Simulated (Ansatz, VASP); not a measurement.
P: VASP beside Ansatz

File INCAR:

```
SYSTEM = P
ALGO     = Normal         ! electronic algorithm
EDIFF    = 1E-6           ! SCF threshold, eV
ENCUT    = 520            ! plane-wave cutoff, eV
GGA      = PE             ! functional
ISIF     = 2              ! what is computed and relaxed
ISMEAR   = 0              ! smearing method
LASPH    = .True.         ! aspherical terms in the spheres
LCHARG   = .True.         ! write CHGCAR
LELF     = .True.         ! ELF
LREAL    = .False.        ! projectors in reciprocal space
LVHAR    = .True.       
LWAVE    = .False.        ! write WAVECAR
NBANDS   = 18             ! bands
NELM     = 80             ! most SCF steps
PREC     = Accurate       ! precision mode
SIGMA    = 0.05           ! smearing width, eV
```

Contents of KPOINTS:

```
k-points
0
Gamma
  12 12 8
  0 0 0
```

Contents of POSCAR:

```
P
1.0
    1.6458313000     -5.2014900000      0.0000000000
    1.6458313000      5.2014900000      0.0000000000
    0.0000000000      0.0000000000      4.4133318000
P
4
Direct
    0.1014819036      0.8985180964      0.8991381598
    0.6014819036      0.3985180964      0.6008618402
    0.8985180964      0.1014819036      0.1008618402
    0.3985180964      0.6014819036      0.3991381598
```

Input for Ansatz:

```yaml
crystal:
  lattice:
    - [1.6458313, -5.20149, 0.0]
    - [1.6458313, 5.20149, 0.0]
    - [0.0, 0.0, 4.4133318]
  atoms:
    - { symbol: P, position: [0.1014819036, 0.8985180964, 0.8991381598] }
    - { symbol: P, position: [0.6014819036, 0.3985180964, 0.6008618402] }
    - { symbol: P, position: [0.8985180964, 0.1014819036, 0.1008618402] }
    - { symbol: P, position: [0.3985180964, 0.6014819036, 0.3991381598] }
basis:
  ecutwfc: 420
kpoints:
  mp_grid: { grid: [12, 12, 8] }
hamiltonian:
  xc: pbe
scf:
  occupations: { method: gaussian, width: 0.05 }
output:
  forces: true
  stress: true
  eigenvalues: true
```

Alike in both runs: task single point; functional PBE; k mesh 12 × 12 × 8; occupations gaussian, width 0.05 eV; no spin polarisation.

|  | VASP | Ansatz |
| --- | --- | --- |
| version | VASP 6.6.1 | Ansatz 0.2.0 |
| potentials or method | VASP PAW PBE potentials, release 64 (P), cutoff 520 eV | scalar-relativistic, plane waves, PAW |
| valence electrons in the cell | 20 | 20 |

Ansatz gave:

```
gap on the k mesh at the Fermi level (eV)                     : none
pressure (GPa)                                                : 7.9
traceless stress, the component that is largest in VASP (GPa) : -6.48
rms of the force components (eV/Å)                            : 1.286
```

Task: Which values does VASP return?

Result: gap on the k mesh at the Fermi level (eV): none; pressure (GPa): 7.5; traceless stress, the component that is largest in VASP (GPa): -6.30; rms of the force components (eV/Å): 1.256.

Atom by atom the forces differ by 0.034 eV/Å (rms over components). A gap of «none» marks a metal or a gap that the smearing closes.
